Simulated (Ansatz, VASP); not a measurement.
# Bi: VASP beside Ansatz

The input INCAR:

```
ALGO = Fast
EDIFF = 1E-6
ENCUT = 520
GGA = CA
ISIF = 2
ISMEAR = -1
LASPH = True
LCHARG = False
LREAL = False
LWAVE = False
NBANDS = 22
NELM = 100
PREC = Accurate
SIGMA = 0.05
```

The input KPOINTS:

```
k-points
0
Gamma
  6 6 9
```

File POSCAR:

```
Bi
1.0
    3.5345058698     -3.1738008589      0.0000000000
    3.5345058698      3.1738008589      0.0000000000
   -1.2768189413      0.0000000000      3.1545224618
Bi
2
Direct
    0.7530610000      0.7530610000      0.8573820000
    0.2469390000      0.2469390000      0.1426180000
```

The input input.yaml:

```yaml
crystal:
  lattice:
    - [3.5345058698, -3.1738008589, 0.0]
    - [3.5345058698, 3.1738008589, 0.0]
    - [-1.2768189413, 0.0, 3.1545224618]
  atoms:
    - { symbol: Bi, position: [0.753061, 0.753061, 0.857382] }
    - { symbol: Bi, position: [0.246939, 0.246939, 0.142618] }
kpoints:
  mp_grid: { grid: [6, 6, 9] }
scf:
  occupations: { method: fermi_dirac, width: 0.05 }
hamiltonian:
  xc: lda
  pseudopotentials: { kind: all_electron, lapw: { basis_error: 0.001 } }
output:
  forces: true
  stress: true
  eigenvalues: true
```

Change from the starting cell: volume scaled by 1.04.

Alike in both runs: task single point; functional LDA; k mesh 6 × 6 × 9; occupations fermi-dirac, width 0.05 eV; no spin polarisation.

|  | VASP | Ansatz |
| --- | --- | --- |
| version | VASP 6.6.1 | Ansatz 0.2.0 |
| potentials or method | VASP PAW LDA potentials, release 64 (Bi_d), cutoff 520 eV | all-electron LAPW, scalar-relativistic |

Ansatz gave:

```
gap on the k mesh at the Fermi level (eV)                     : none
pressure (GPa)                                                : -5.1
traceless stress, the component that is largest in VASP (GPa) : -0.67
rms of the force components (eV/Å)                            : 0.081
```

**Question.** Estimate VASP's values.

**Answer.** gap on the k mesh at the Fermi level (eV): none; pressure (GPa): -5.1; traceless stress, the component that is largest in VASP (GPa): -0.66; rms of the force components (eV/Å): 0.078.

LDA's correlation is that of Perdew and Zunger in VASP and of Perdew and Wang (1992) in Ansatz. Atom by atom the forces differ by 0.003 eV/Å (rms over components). A gap of «none» marks a metal or a gap that the smearing closes. Ansatz ran all-electron here, and VASP with PAW potentials.

Spin-orbit coupling is off throughout.
